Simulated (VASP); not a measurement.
# Ga8N7 (a cell with a defect) in VASP: relaxation of the atoms with PBE

Aim: the relaxation of the atoms of Ga8N7 (a cell with a defect) with PBE.

Everything below comes from runs of VASP 6.6.1. Logs are shortened: lines on timing, memory, paths and dates and some standing lists are left out, and cuts for length are marked.

### Step 1. The cell of the first run

The cell holds a defect, 15 atoms: a = 5.243 Å, b = 6.437 Å, c = 6.437 Å, α = 120.00°, β = 90.00°, γ = 90.00°.

### Step 2. Relaxation of the atoms, PBE (atoms taken out)

INCAR

```
PREC     = Accurate       # precision mode
ENCUT    = 520            # plane-wave cutoff, eV
EDIFF    = 1E-6           # SCF threshold, eV
ISMEAR   = 0              # smearing method
SIGMA    = 0.01           # smearing width, eV
LREAL    = Auto         
LASPH    = T              # aspherical terms in the spheres
NELM     = 60             # most SCF steps
ALGO     = Normal         # electronic algorithm
ISIF     = 2              # what is computed and relaxed
LWAVE    = F              # write WAVECAR
LCHARG   = F              # write CHGCAR
GGA      = PE             # functional
IBRION   = 2              # ionic algorithm
NSW      = 65             # ionic steps
EDIFFG   = -0.025         # ionic threshold
NELECT   = 138.0        
KPAR     = 4
```

KPOINTS

```
regular mesh
0
Gamma
  4 4 4
```

POSCAR

```
Ga8N7
1.0
    0.0000000000      0.0000000000      5.2431684095
    3.2183708159      5.5743817708      0.0000000000
   -6.4367416318     -0.0000000001      0.0000000000
Ga N
8 7
Direct
    0.5113765491      0.1666666667      0.3333333333
    0.4991491074      0.1655844303      0.8327922151
    0.4991491074      0.6672077849      0.3344155697
    0.4991491074      0.6672077849      0.8327922151
    0.9934543760      0.3287344790      0.6574689579
    0.9934543760      0.3287344790      0.1712655210
    0.9997453692      0.8333333333      0.6666666667
    0.9934543760      0.8425310421      0.1712655210
    0.8759783210      0.1662305123      0.8331152561
    0.8759783210      0.6668847439      0.3337694877
    0.8759783210      0.6668847439      0.8331152561
    0.3772146657      0.3322659232      0.6645318463
    0.3772146657      0.3322659232      0.1677340768
    0.3756235347      0.8333333333      0.6666666667
    0.3772146657      0.8354681537      0.1677340768
```

Potentials or basis: VASP PAW PBE potentials, release 64 (Ga_d, N).

Started as:

```console
> cat potpaw_PBE.64/Ga_d/POTCAR potpaw_PBE.64/N/POTCAR > POTCAR
> mpirun -np 4 vasp_std > vasp.out
```

OUTCAR:

```text
PREC = Accurate
   ENCUT = 520
   EDIFF = 1E-6
   ISMEAR = 0
   LREAL = Auto
   LASPH = T
   NELM = 60
   ISIF = 2
   GGA = PE
   IBRION = 2
   NSW = 65
   EDIFFG = -0.025
   NELECT = 138.0

 ion  position               nearest neighbor table
   1  0.511  0.167  0.333-  12 1.98  15 1.98  13 1.98
   2  0.499  0.166  0.833-  14 1.96  13 1.97  12 1.97   9 1.98
   3  0.499  0.667  0.334-  14 1.96  13 1.97  15 1.97  10 1.98
   4  0.499  0.667  0.833-  14 1.96  15 1.97  12 1.97  11 1.98
   5  0.993  0.329  0.657-  11 1.98   9 1.98  12 2.01
   6  0.993  0.329  0.171-   9 1.98  10 1.98  13 2.01
   7  1.000  0.833  0.667-  11 1.97  10 1.97   9 1.97  14 1.97
   8  0.993  0.843  0.171-  11 1.98  10 1.98  15 2.01
   9  0.876  0.166  0.833-   7 1.97   2 1.98   6 1.98   5 1.98
  10  0.876  0.667  0.334-   7 1.97   3 1.98   6 1.98   8 1.98
  11  0.876  0.667  0.833-   7 1.97   4 1.98   8 1.98   5 1.98
  12  0.377  0.332  0.665-   4 1.97   2 1.97   1 1.98   5 2.01
  13  0.377  0.332  0.168-   2 1.97   3 1.97   1 1.98   6 2.01
  14  0.376  0.833  0.667-   4 1.96   3 1.96   2 1.96   7 1.97
  15  0.377  0.835  0.168-   4 1.97   3 1.97   1 1.98   8 2.01

  LATTYP: Found a hexagonal cell.
 ALAT       =     6.4367416319
 C/A-ratio  =     0.8145687227

  Lattice vectors:

 A1 = (   3.2183708159,   5.5743817708,   0.0000000000)
 A2 = (  -6.4367416318,  -0.0000000001,   0.0000000000)
 A3 = (   0.0000000000,   0.0000000000,   5.2431684095)

Analysis of symmetry for initial positions (statically):
=====================================================================
 Subroutine PRICEL returns:
 Original cell was already a primitive cell.

 Routine SETGRP: Setting up the symmetry group for a
 hexagonal supercell.

 Subroutine GETGRP returns: Found  6 space group operations
 (whereof  2 operations were pure point group operations)
 out of a pool of 24 trial point group operations.

The static configuration has the point symmetry C_1h.
 The point group associated with its full space group is C_3v.

Analysis of symmetry for dynamics (positions and initial velocities):
=====================================================================
 Subroutine PRICEL returns:
 Original cell was already a primitive cell.

 Routine SETGRP: Setting up the symmetry group for a
 hexagonal supercell.

 Subroutine GETGRP returns: Found  6 space group operations
 (whereof  2 operations were pure point group operations)
 out of a pool of 24 trial point group operations.

The dynamic configuration has the point symmetry C_1h.
 The point group associated with its full space group is C_3v.

 Subroutine INISYM returns: Found  6 space group operations
 (whereof  2 operations are pure point group operations),
 and found     1 'primitive' translations

----------------------------------------------------------------------------------------

                                     Primitive cell

  volume of cell :     188.1294

  direct lattice vectors                    reciprocal lattice vectors
     0.000000000  0.000000000  5.243168409     0.000000000  0.000000000  0.190724372
     3.218370816  5.574381771  0.000000000    -0.000000000  0.179392091  0.000000000
    -6.436741632 -0.000000000  0.000000000    -0.155358108  0.089696045  0.000000000

  length of vectors
     5.243168409  6.436741632  6.436741632     0.190724372  0.179392091  0.179392091

  position of ions in fractional coordinates (direct lattice)
     0.511376549  0.166666667  0.333333333
     0.499149107  0.165584430  0.832792215
     0.499149107  0.667207785  0.334415570
     0.499149107  0.667207785  0.832792215
     0.993454376  0.328734479  0.657468958
     0.993454376  0.328734479  0.171265521
     0.999745369  0.833333333  0.666666667
     0.993454376  0.842531042  0.171265521
     0.875978321  0.166230512  0.833115256
     0.875978321  0.666884744  0.333769488
     0.875978321  0.666884744  0.833115256
     0.377214666  0.332265923  0.664531846
     0.377214666  0.332265923  0.167734077
[... 39 lines left out ...]
  Shift w.r.t. Gamma in fractional coordinates (k-lattice)
     0.000000000  0.000000000  0.000000000

 Subroutine IBZKPT returns following result:
 ===========================================

 Found     13 irreducible k-points:

 Following reciprocal coordinates:
            Coordinates               Weight
  0.000000  0.000000  0.000000      1.000000
  0.250000  0.000000  0.000000      2.000000
  0.500000  0.000000  0.000000      1.000000
  0.000000  0.250000 -0.000000      6.000000
  0.250000  0.250000 -0.000000      6.000000
  0.250000 -0.000000  0.250000      6.000000
  0.500000  0.250000 -0.000000      6.000000
  0.000000  0.500000 -0.000000      3.000000
  0.250000  0.500000 -0.000000      6.000000
  0.500000  0.500000 -0.000000      3.000000
  0.000000  0.250000  0.250000      6.000000
  0.250000  0.250000  0.250000     12.000000
  0.500000  0.250000  0.250000      6.000000
   k-points           NKPTS =     13   k-points in BZ     NKDIM =     13   number of bands    NBANDS=     82
   number of dos      NEDOS =    301   number of ions     NIONS =     15
   total plane-waves  NPLWV =  92160
   dimension x,y,z NGX =    40 NGY =   48 NGZ =   48
   dimension x,y,z NGXF=    80 NGYF=   96 NGZF=   96
   ions per type =               8   7
   NGX,Y,Z   is equivalent  to a cutoff of  12.68, 12.40, 12.40 a.u.
   NGXF,Y,Z  is equivalent  to a cutoff of  25.37, 24.79, 24.79 a.u.
 SYSTEM =  unknown system
   PREC   = accura    normal or accurate (medium, high low for compatibility)
   ISTART =      0    job   : 0-new  1-cont  2-samecut
   ICHARG =      2    charge: 1-file 2-atom 10-const
   ISPIN  =      1    spin polarized calculation?
   LNONCOLLINEAR =      F non collinear calculations
   LSORBIT =      F    spin-orbit coupling
   LASPH  =      T    aspherical Exc in radial PAW
   ENCUT  =  520.0 eV  38.22 Ry    6.18 a.u.   9.75 11.97 11.97*2*pi/ulx,y,z
   NELM   =     60;   NELMIN=  2; NELMDL= -5     # of ELM steps
   EDIFF  = 0.1E-05   stopping-criterion for ELM
   LREAL  =      T    real-space projection
   EDIFFG = -.3E-01   stopping-criterion for IOM
   NSW    =     65    number of steps for IOM
   IBRION =      2    ionic relax: 0-MD 1-quasi-New 2-CG
   NFREE  =      1    steps in history (QN), initial steepest desc. (CG)
   ISIF   =      2    stress and relaxation
   ISYM   =      2    0-nonsym 1-usesym 2-fastsym
   POTIM  = 0.5000    time-step for ionic-motion
   TEBEG  =    0.0;   TEEND  =   0.0 temperature during run
   PSTRESS=    0.0 pullay stress
   NELECT =     138.0000    total number of electrons
   NUPDOWN=      -1.0000    fix difference up-down
   EMIN   =  10.00;   EMAX   =-10.00  energy-range for DOS
   EFERMI =   0.00;   METHOD = LEGACY
   ISMEAR =     0;   SIGMA  =   0.01  broadening in eV -4-tet -1-fermi 0-gaus
   EFERMI_NEDOS =   21; number of points for ismear=-14 and -15
   IALGO  =     38    algorithm
   IMIX   =      4    mixing-type and parameters
     AMIX     =   0.40;   BMIX     =  1.00
     AMIX_MAG =   1.60;   BMIX_MAG =  1.00
  volume/ion in A,a.u.               =      12.54        84.64
  Fermi-wavevector in a.u.,A,eV,Ry     =   1.476440  2.790066 29.658982  2.179874
  Thomas-Fermi vector in A             =   2.590966
   LORBIT       =      0    0 simple, 1 ext, 2 COOP (PROOUT), +10 PAW based schemes
   GGA     = PE    functional components
   LHFCALC =     F    Hartree Fock is set to
   AEXX    =    0.0000 exact exchange contribution
   IVDW    =     0    specifies the selected vdW correction
   LEPSILON=     F    determine dielectric tensor
   LRPA    =     F    only Hartree local field effects (RPA)
 conjugate gradient relaxation of ions
 non-spin polarized calculation
 Gauss-broadening in eV      SIGMA  =   0.01
  energy-cutoff  :      520.00
  volume of cell :      188.13
 maximum number of plane-waves:      5096
 NGX is ok and might be reduce to    40
   NGX = 19   NGY = 23   NGZ = 23

--------------------------------------- Ionic step        1  -------------------------------------------

 number of electron     137.9999927 magnetization

 Free energy of the ion-electron system (eV)
  ---------------------------------------------------
  ext. energy  EPLUGINS =         0.00000000
  ---------------------------------------------------
  free energy    TOTEN  =       -92.20677229 eV

  energy without entropy =      -92.20677229  energy(sigma->0) =      -92.20677229

------------------------ aborting loop because EDIFF is reached ----------------------------------------

  FORCE on cell =-STRESS in cart. coord.  units (eV):
  Direction    XX          YY          ZZ          XY          YZ          ZX
  --------------------------------------------------------------------------------------
  -------------------------------------------------------------------------------------
  Total      -12.6155586    -12.6155586    -14.4850825     -0.0000000     -0.0000000      0.0000000
  in kB     -107.4386331   -107.4386331   -123.3601707     -0.0000000     -0.0000000      0.0000000
  external PRESSURE =    -112.7458123 kB  Pullay stress =       0.0000000 kB
[... 128 lines left out ...]
  FREE ENERGIE OF THE ION-ELECTRON SYSTEM (eV)
  ---------------------------------------------------
  free  energy   TOTEN  =       -92.3700971512 eV

  energy  without entropy=      -92.3700971512  energy(sigma->0) =      -92.37009715

[... ionic steps 4 to 8 ...]

--------------------------------------- Ionic step        9  -------------------------------------------

 number of electron     137.9999947 magnetization

------------------------ aborting loop because EDIFF is reached ----------------------------------------
[... 93 lines left out ...]
--------------------------------------- Ionic step       11  -------------------------------------------

 number of electron     137.9999921 magnetization

 Free energy of the ion-electron system (eV)
  ---------------------------------------------------
  ext. energy  EPLUGINS =         0.00000000
  ---------------------------------------------------
  free energy    TOTEN  =       -92.39941279 eV

  energy without entropy =      -92.39941279  energy(sigma->0) =      -92.39941279

 E-fermi :   4.9035     XC(G=0): -11.2427

 val. band max:        4.8302486810   @ k =   0.0000   0.5000  -0.0000
 cond. band min:       6.1920457824   @ k =   0.0000   0.5000  -0.0000
 fundamental gap:      1.3617971014
 Fermi energy:         4.9034928382

 k-point     1 :       0.0000    0.0000    0.0000
  band No.  band energies     occupation
      1     -10.9581      2.00000
      2     -10.3143      2.00000
      3     -10.3143      2.00000
      4     -10.3139      2.00000
      5     -10.1709      2.00000
      6     -10.1709      2.00000
[... 1081 lines left out ...]
     80      12.1160      0.00000
     81      12.1880      0.00000
 [bands above 81 left out]

------------------------ aborting loop because EDIFF is reached ----------------------------------------

  FORCE on cell =-STRESS in cart. coord.  units (eV):
  Direction    XX          YY          ZZ          XY          YZ          ZX
  --------------------------------------------------------------------------------------
  -------------------------------------------------------------------------------------
  Total      -10.8167583    -10.8167583    -11.1210935     -0.0000000     -0.0000000     -0.0000000
  in kB      -92.1194029    -92.1194029    -94.7112308     -0.0000000     -0.0000000     -0.0000000
  external PRESSURE =     -92.9833455 kB  Pullay stress =       0.0000000 kB
[... 30 lines left out ...]
  FREE ENERGIE OF THE ION-ELECTRON SYSTEM (eV)
  ---------------------------------------------------
  free  energy   TOTEN  =       -92.3994127853 eV

  energy  without entropy=      -92.3994127853  energy(sigma->0) =      -92.39941279

 reached required accuracy - stopping structural energy minimisation
```

Wall time 10 min (4 MPI ranks of AMD EPYC 7R13 (Zen 3), shared host); peak memory 0.36 GiB.

What came out:

```
Free energy                  : -92.3994 eV
Energy gained by relaxing    : 12.8 meV/atom
Ionic steps                  : 11
Largest force after relaxing : 0.019 eV/Å
```

Forces on the atoms (eV/Å):
```
Ga   0.000  0.000  0.002
Ga   0.000 -0.007 -0.006
Ga  -0.006  0.004 -0.006
Ga   0.006  0.004 -0.006
Ga   0.001 -0.001  0.016
Ga  -0.001 -0.001  0.016
Ga   0.000  0.000  0.014
Ga   0.000  0.001  0.016
N    0.000 -0.017  0.001
N   -0.015  0.009  0.001
N    0.015  0.009  0.001
N   -0.002  0.001 -0.019
N    0.002  0.001 -0.019
N    0.000  0.000  0.009
N    0.000 -0.002 -0.019
```

The path:
```tsv
step	energy change (eV)	largest force (eV/Å)	pressure (GPa)
1	0.0000	1.1005	-11.27
2	-0.1567	0.3733	-10.21
3	-0.1633	0.3292	-9.97
4	-0.1863	0.1148	-9.63
5	-0.1869	0.1224	-9.54
6	-0.1894	0.1261	-9.47
7	-0.1895	0.1268	-9.45
8	-0.1908	0.0988	-9.43
9	-0.1921	0.0410	-9.35
10	-0.1922	0.0500	-9.33
11	-0.1926	0.0190	-9.30
```

Final structure:
```cif
data_structure
_symmetry_space_group_name_H-M 'P 1'
_symmetry_Int_Tables_number 1
_cell_length_a 5.2432
_cell_length_b 6.4367
_cell_length_c 6.4367
_cell_angle_alpha 120.000
_cell_angle_beta 90.000
_cell_angle_gamma 90.000
_cell_volume 188.13
loop_
_atom_site_label
_atom_site_type_symbol
_atom_site_fract_x
_atom_site_fract_y
_atom_site_fract_z
_atom_site_occupancy
Ga1 Ga 0.48797 0.16667 0.33333 1
Ga2 Ga 0.49881 0.16344 0.83172 1
Ga3 Ga 0.49881 0.66828 0.33656 1
Ga4 Ga 0.49881 0.66828 0.83172 1
Ga5 Ga 0.00077 0.33521 0.67041 1
Ga6 Ga 0.00077 0.33521 0.16479 1
Ga7 Ga 0.00192 0.83333 0.66667 1
Ga8 Ga 0.00077 0.82959 0.16479 1
N1 N 0.87532 0.16588 0.83294 1
N2 N 0.87532 0.66706 0.33412 1
N3 N 0.87532 0.66706 0.83294 1
N4 N 0.37793 0.33301 0.66602 1
N5 N 0.37793 0.33301 0.16699 1
N6 N 0.37580 0.83333 0.66667 1
N7 N 0.37793 0.83398 0.16699 1
```

Caveat: the cell carries a net charge on a neutralising background, which shifts energy and pressure; the cell differs from its parent crystal (atoms taken out); the cell is charged against a uniform background, so pressure and absolute levels hang on convention.
